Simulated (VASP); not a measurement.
# Si16C (a cell with a defect) in VASP: single point with PBE+D3(BJ)

Aim: the single point of Si16C (a cell with a defect) with PBE+D3(BJ).

All numbers are computed with VASP 6.6.1; they aren't measurements. Logs are shortened: lines on timing, memory, paths and dates and some standing lists are left out, and cuts for length are marked.

## (1) The cell of the first run

The cell holds a defect, 17 atoms: a = 7.679 Å, b = 7.679 Å, c = 7.679 Å, α = 60.00°, β = 60.00°, γ = 60.00°.

## (2) Single point, PBE+D3(BJ), collinear spin, ferromagnetic start

Input file INCAR:

```
PREC = Accurate
ENCUT = 520
EDIFF = 1E-6
ISMEAR = 0
SIGMA = 0.02
LREAL = Auto
LASPH = True
NELM = 150
ALGO = Normal
ISIF = 2
LWAVE = False
LCHARG = False
ISPIN = 2
MAGMOM = 0 0 0 0 0 0 0 0 0 0 0 0 0 0 0 0 1
LORBIT = 11
GGA = PE
IVDW = 12
NBANDS = 52
```

Input file KPOINTS:

```
regular mesh
0
Gamma
  2 2 2
```

Input file POSCAR:

```
Si16C
1.0
    0.0000000000      5.4300000000      5.4300000000
    5.4300000000      0.0000000000      5.4300000000
    5.4300000000      5.4300000000      0.0000000000
Si C
16 1
Direct
    0.0173488575     -0.0276224911     -0.0071606458
    0.1342238929      0.1087567815      0.1131686573
    0.0073170923      0.0015780984      0.4860616110
    0.1317968354      0.1175991198      0.6189659496
   -0.0042665255      0.4770009677     -0.0179716793
    0.1492514879      0.5975899292      0.1045887135
    0.0143901980      0.4921480925      0.4794042676
    0.1161263963      0.6285244015      0.6151291270
    0.5020904006      0.0024941820     -0.0071716974
    0.6437248985      0.1083891519      0.1131039145
    0.5051747661      0.0015009277      0.4859767742
    0.6346554057      0.1128668667      0.6178002530
    0.5455925878      0.4767397578     -0.0182960240
    0.5672595448      0.6555434204      0.2113241976
    0.4759575264      0.4793562412      0.5687744772
    0.6405335737      0.6285075521      0.6148416874
    0.7284826616      0.4659922006      0.0771433166
```

Potentials or basis: VASP PAW PBE potentials, release 64 (Si, C).

Launch:

```sh
$ cat potpaw_PBE.64/Si/POTCAR potpaw_PBE.64/C/POTCAR > POTCAR
$ mpirun -np 1 vasp_std > vasp.out
```

OUTCAR:

```text
PREC = Accurate
   ENCUT = 520
   EDIFF = 1E-6
   ISMEAR = 0
   LREAL = Auto
   LASPH = True
   NELM = 150
   ISIF = 2
   ISPIN = 2
   LORBIT = 11
   GGA = PE
   IVDW = 12
 IVDW          = 12

 ion  position               nearest neighbor table
   1  0.017  0.972  0.993-   2 2.34  10 2.34   4 2.35   6 2.35
   2  0.134  0.109  0.113-   9 2.31   5 2.31   3 2.34   1 2.34
   3  0.007  0.002  0.486-  12 2.34   2 2.34   8 2.34   4 2.34
   4  0.132  0.118  0.619-  11 2.34   3 2.34   1 2.35   7 2.35
   5  0.996  0.477  0.982-  17 1.83   8 2.31   2 2.31   6 2.49  14 2.81
   6  0.149  0.598  0.105-   1 2.35   7 2.35  13 2.49   5 2.49
   7  0.014  0.492  0.479-  16 2.35   8 2.35   4 2.35   6 2.35
   8  0.116  0.629  0.615-  15 2.31   5 2.31   3 2.34   7 2.35
   9  0.502  0.002  0.993-  14 2.28  10 2.31   2 2.31  12 2.35
  10  0.644  0.108  0.113-   9 2.31  13 2.32  11 2.34   1 2.34
  11  0.505  0.002  0.486-  12 2.34  16 2.34  10 2.34   4 2.34
  12  0.635  0.113  0.618-   3 2.34  11 2.34  15 2.35   9 2.35
  13  0.546  0.477  0.982-  17 1.84  16 2.31  10 2.32   6 2.49  14 2.82
  14  0.567  0.656  0.211-  17 1.77  15 2.27   9 2.28   5 2.81  13 2.82
  15  0.476  0.479  0.569-  14 2.27   8 2.31  16 2.31  12 2.35
  16  0.641  0.629  0.615-  15 2.31  13 2.31  11 2.34   7 2.35
  17  0.728  0.466  0.077-  14 1.77   5 1.83  13 1.84

  LATTYP: Found a face centered cubic cell.
 ALAT       =    10.8600000000

  Lattice vectors:

 A1 = (   0.0000000000,   5.4300000000,   5.4300000000)
 A2 = (   5.4300000000,   0.0000000000,   5.4300000000)
 A3 = (   5.4300000000,   5.4300000000,   0.0000000000)

Analysis of symmetry for initial positions (statically):
=====================================================================
 Subroutine PRICEL returns:
 Original cell was already a primitive cell.

 Routine SETGRP: Setting up the symmetry group for a
 face centered cubic supercell.

 Subroutine GETGRP returns: Found  1 space group operations
 (whereof  1 operations were pure point group operations)
 out of a pool of 48 trial point group operations.

The static configuration has the point symmetry C_1 .

Analysis of symmetry for dynamics (positions and initial velocities):
=====================================================================
 Subroutine PRICEL returns:
 Original cell was already a primitive cell.

 Routine SETGRP: Setting up the symmetry group for a
 face centered cubic supercell.

 Subroutine GETGRP returns: Found  1 space group operations
 (whereof  1 operations were pure point group operations)
 out of a pool of 48 trial point group operations.

The dynamic configuration has the point symmetry C_1 .

Analysis of structural, dynamic, and magnetic symmetry:
=====================================================================
 Subroutine PRICEL returns:
 Original cell was already a primitive cell.

 Routine SETGRP: Setting up the symmetry group for a
 face centered cubic supercell.

 Subroutine GETGRP returns: Found  1 space group operations
 (whereof  1 operations were pure point group operations)
 out of a pool of 48 trial point group operations.

The overall configuration has the point symmetry C_1 .

 Subroutine INISYM returns: Found  1 space group operations
 (whereof  1 operations are pure point group operations),
 and found     1 'primitive' translations

----------------------------------------------------------------------------------------

                                     Primitive cell

  volume of cell :     320.2060

  direct lattice vectors                    reciprocal lattice vectors
     0.000000000  5.430000000  5.430000000    -0.092081031  0.092081031  0.092081031
     5.430000000  0.000000000  5.430000000     0.092081031 -0.092081031  0.092081031
     5.430000000  5.430000000  0.000000000     0.092081031  0.092081031 -0.092081031

  length of vectors
     7.679179644  7.679179644  7.679179644     0.159489025  0.159489025  0.159489025

  position of ions in fractional coordinates (direct lattice)
     0.017348857  0.972377509  0.992839354
     0.134223893  0.108756781  0.113168657
     0.007317092  0.001578098  0.486061611
     0.131796835  0.117599120  0.618965950
     0.995733474  0.477000968  0.982028321
     0.149251488  0.597589929  0.104588714
[... 9 lines left out ...]
     0.640533574  0.628507552  0.614841687
     0.728482662  0.465992201  0.077143317

  ion indices of the primitive-cell ions
   primitive index   ion index
                 1           1
                 2           2
                 3           3
                 4           4
                 5           5
                 6           6
[... 9 lines left out ...]
                16          16
                17          17

----------------------------------------------------------------------------------------

 KPOINTS: regular mesh

Automatic generation of k-mesh.
 Grid dimensions read from file:
 generate k-points for:    2    2    2

 Generating k-lattice:

  Cartesian coordinates                     Fractional coordinates (reciprocal lattice)
    -0.046040516  0.046040516  0.046040516     0.500000000  0.000000000  0.000000000
     0.046040516 -0.046040516  0.046040516     0.000000000  0.500000000  0.000000000
     0.046040516  0.046040516 -0.046040516     0.000000000  0.000000000  0.500000000

  Length of vectors
     0.079744512  0.079744512  0.079744512

  Shift w.r.t. Gamma in fractional coordinates (k-lattice)
     0.000000000  0.000000000  0.000000000

 Subroutine IBZKPT returns following result:
 ===========================================

 Found      8 irreducible k-points:

 Following reciprocal coordinates:
            Coordinates               Weight
  0.000000  0.000000  0.000000      1.000000
  0.500000  0.000000  0.000000      1.000000
  0.000000  0.500000  0.000000      1.000000
  0.000000  0.000000  0.500000      1.000000
  0.500000  0.500000  0.500000      1.000000
  0.500000  0.500000  0.000000      1.000000
  0.000000  0.500000  0.500000      1.000000
  0.500000  0.000000  0.500000      1.000000
   k-points           NKPTS =      8   k-points in BZ     NKDIM =      8   number of bands    NBANDS=     52
   number of dos      NEDOS =    301   number of ions     NIONS =     17
   total plane-waves  NPLWV = 216000
   dimension x,y,z NGX =    60 NGY =   60 NGZ =   60
   dimension x,y,z NGXF=   120 NGYF=  120 NGZF=  120
   ions per type =              16   1
   NGX,Y,Z   is equivalent  to a cutoff of  12.99, 12.99, 12.99 a.u.
   NGXF,Y,Z  is equivalent  to a cutoff of  25.98, 25.98, 25.98 a.u.
 SYSTEM =  unknown system
   PREC   = accura    normal or accurate (medium, high low for compatibility)
   ISTART =      0    job   : 0-new  1-cont  2-samecut
   ICHARG =      2    charge: 1-file 2-atom 10-const
   ISPIN  =      2    spin polarized calculation?
   LNONCOLLINEAR =      F non collinear calculations
   LSORBIT =      F    spin-orbit coupling
   LASPH  =      T    aspherical Exc in radial PAW
   ENCUT  =  520.0 eV  38.22 Ry    6.18 a.u.  14.28 14.28 14.28*2*pi/ulx,y,z
   NELM   =    150;   NELMIN=  2; NELMDL= -5     # of ELM steps
   EDIFF  = 0.1E-05   stopping-criterion for ELM
   LREAL  =      T    real-space projection
   EDIFFG = 0.1E-04   stopping-criterion for IOM
   NSW    =      0    number of steps for IOM
   IBRION =     -1    ionic relax: 0-MD 1-quasi-New 2-CG
   NFREE  =      0    steps in history (QN), initial steepest desc. (CG)
   ISIF   =      2    stress and relaxation
   ISYM   =      2    0-nonsym 1-usesym 2-fastsym
   POTIM  = 0.5000    time-step for ionic-motion
   TEBEG  =    0.0;   TEEND  =   0.0 temperature during run
   PSTRESS=    0.0 pullay stress
   NELECT =      68.0000    total number of electrons
   NUPDOWN=      -1.0000    fix difference up-down
   EMIN   =  10.00;   EMAX   =-10.00  energy-range for DOS
   EFERMI =   0.00;   METHOD = LEGACY
   ISMEAR =     0;   SIGMA  =   0.02  broadening in eV -4-tet -1-fermi 0-gaus
   EFERMI_NEDOS =   21; number of points for ismear=-14 and -15
   IALGO  =     38    algorithm
   IMIX   =      4    mixing-type and parameters
     AMIX     =   0.40;   BMIX     =  1.00
     AMIX_MAG =   1.60;   BMIX_MAG =  1.00
  volume/ion in A,a.u.               =      18.84       127.11
  Fermi-wavevector in a.u.,A,eV,Ry     =   0.976715  1.845724 12.979587  0.953973
  Thomas-Fermi vector in A             =   2.107356
   LORBIT       =     11    0 simple, 1 ext, 2 COOP (PROOUT), +10 PAW based schemes
   GGA     = PE    functional components
   LHFCALC =     F    Hartree Fock is set to
   AEXX    =    0.0000 exact exchange contribution
   IVDW    =    12    specifies the selected vdW correction
   LEPSILON=     F    determine dielectric tensor
   LRPA    =     F    only Hartree local field effects (RPA)
 spin polarized calculation
 Gauss-broadening in eV      SIGMA  =   0.02
  energy-cutoff  :      520.00
  volume of cell :      320.21
 maximum number of plane-waves:      8646
 NGX is ok and might be reduce to    60
   NGX = 29   NGY = 29   NGZ = 29

 number of electron      68.0000000 magnetization       0.0000289

 number of electron      68.0000000 magnetization      -0.0000125

 Free energy of the ion-electron system (eV)
  ---------------------------------------------------
  ext. energy  EPLUGINS =         0.00000000
  ---------------------------------------------------
  free energy    TOTEN  =       -91.10829196 eV

  energy without entropy =      -91.10829091  energy(sigma->0) =      -91.10829144

 E-fermi :   6.3248     XC(G=0):  -9.5580

 val. band max:        6.2686056384   @ k =   0.0000   0.0000   0.5000
 cond. band min:       6.3809947983   @ k =   0.0000   0.0000   0.0000
 fundamental gap:      0.1123891599
 Fermi energy:         6.3247999066

 spin component 1

 k-point     1 :       0.0000    0.0000    0.0000
  band No.  band energies     occupation
      1      -7.0635      1.00000
      2      -5.3192      1.00000
      3      -3.8583      1.00000
      4      -3.8142      1.00000
      5      -3.7201      1.00000
      6      -2.9352      1.00000
[... 38 lines left out ...]
     45       8.4113      0.00000
     46       8.4218      0.00000
[... 301 lines left out ...]
      5      -4.1226      1.00000
      6      -3.8784      1.00000
[... 38 lines left out ...]
     45      10.1425      0.00000
     46      10.2232      0.00000
 Fermi energy:         6.3247999066

 spin component 2

 k-point     1 :       0.0000    0.0000    0.0000
  band No.  band energies     occupation
      1      -7.0635      1.00000
      2      -5.3192      1.00000
      3      -3.8583      1.00000
      4      -3.8142      1.00000
      5      -3.7201      1.00000
      6      -2.9352      1.00000
[... 38 lines left out ...]
     45       8.4113      0.00000
     46       8.4218      0.00000
[... 301 lines left out ...]
      5      -4.1226      1.00000
      6      -3.8784      1.00000
[... 38 lines left out ...]
     45      10.1425      0.00000
     46      10.2232      0.00000
 [bands above 46 left out]

------------------------ aborting loop because EDIFF is reached ----------------------------------------

 Edisp (eV)   -5.32953

 E8    (eV) :    -2.1879

  FORCE on cell =-STRESS in cart. coord.  units (eV):
  Direction    XX          YY          ZZ          XY          YZ          ZX
  --------------------------------------------------------------------------------------
  -------------------------------------------------------------------------------------
  Total       8.46712     0.36725     0.37561     0.22778    -2.03476    -0.25758
  in kB      42.36593     1.83756     1.87938     1.13969   -10.18111    -1.28884
  external pressure =       15.36 kB  Pullay stress =        0.00 kB

 VOLUME and BASIS-vectors are now :
 -----------------------------------------------------------------------------
  energy-cutoff  :      520.00
  volume of cell :      320.21
      direct lattice vectors                 reciprocal lattice vectors
     0.000000000  5.430000000  5.430000000    -0.092081031  0.092081031  0.092081031
     5.430000000  0.000000000  5.430000000     0.092081031 -0.092081031  0.092081031
     5.430000000  5.430000000  0.000000000     0.092081031  0.092081031 -0.092081031

 POSITION                                       TOTAL-FORCE (eV/Angst)
 -----------------------------------------------------------------------------------
     10.67113      5.48532      5.37421         0.006763      0.001267     -0.000628
      1.20506      1.34334      1.31939         0.001532     -0.006961      0.005139
      2.64788      2.67905      0.04830        -0.006328     -0.001138      0.003829
      3.99955      4.07664      1.35422         0.001148      0.002019     -0.003523
      7.92253     10.73925      7.99695        -0.001521      0.003417      0.001513
      3.81283      1.37835      4.05535        -0.003979     -0.007654     -0.009227
[... 9 lines left out ...]
      6.75139      6.81669      6.89089         0.004817      0.009719     -0.005064
      2.94923      4.37455      6.48600        -0.022007     -0.027817      0.003755
 -----------------------------------------------------------------------------------
    total drift:                               -0.002484     -0.010978      0.007159

  FREE ENERGIE OF THE ION-ELECTRON SYSTEM (eV)
  ---------------------------------------------------
  free  energy   TOTEN  =       -96.4378231202 eV

  energy  without entropy=      -96.4378220689  energy(sigma->0) =      -96.43782259

 total charge

# of ion       s       p       d       tot
------------------------------------------
    1        0.739   0.959   0.000   1.698
    2        0.753   0.952   0.000   1.705
    3        0.741   0.959   0.000   1.700
    4        0.738   0.962   0.000   1.699
    5        0.748   0.921   0.000   1.670
    6        0.751   0.897   0.000   1.648
[... 9 lines left out ...]
   16        0.748   0.960   0.000   1.708
   17        0.884   1.600   0.000   2.485
--------------------------------------------------
tot         12.871  16.772   0.000  29.642

 magnetization (x)

# of ion       s       p       d       tot
------------------------------------------
    1       -0.000  -0.000   0.000  -0.000
    2        0.000  -0.000   0.000  -0.000
    3       -0.000  -0.000   0.000  -0.000
    4       -0.000   0.000   0.000   0.000
    5        0.000   0.000   0.000   0.000
    6       -0.000  -0.000   0.000  -0.000
[... 9 lines left out ...]
   16        0.000   0.000   0.000   0.000
   17       -0.000  -0.000   0.000  -0.000
--------------------------------------------------
tot         -0.000  -0.000   0.000  -0.000
```

Run time: 11 min. Hardware: 1 thread of Oxide Virtual Turin-like, shared host; peak memory 0.68 GiB.

What came out:

| Item | Value |
| --- | --- |
| Free energy | -96.4378 eV |
| Pressure | 1.5 GPa |
| Largest force | 0.036 eV/Å |
| Band gap on the k mesh | zero (filled and empty bands overlap) |
| Net moment | 0.00 μB per cell |
| Valence electrons inside the program's atomic spheres | Si 1.70, 1.71, 1.67, 1.65, 1.69, 1.73; C 2.48 |
| Dispersion energy per atom | -0.314 eV |

Forces on the atoms (eV/Å):
```
Si   0.007  0.001 -0.001
Si   0.002 -0.007  0.005
Si  -0.006 -0.001  0.004
Si   0.001  0.002 -0.004
Si  -0.002  0.003  0.002
Si  -0.004 -0.008 -0.009
Si  -0.003 -0.004  0.005
Si   0.005  0.004 -0.005
Si   0.006  0.011 -0.013
Si   0.007 -0.004  0.017
Si  -0.005 -0.005  0.002
Si   0.001  0.008 -0.007
Si   0.009  0.025  0.011
Si   0.001 -0.001 -0.012
Si  -0.002 -0.007  0.006
Si   0.005  0.010 -0.005
C   -0.022 -0.028  0.004
```

Caveat: the k points lie up to 0.50 Å⁻¹ apart.
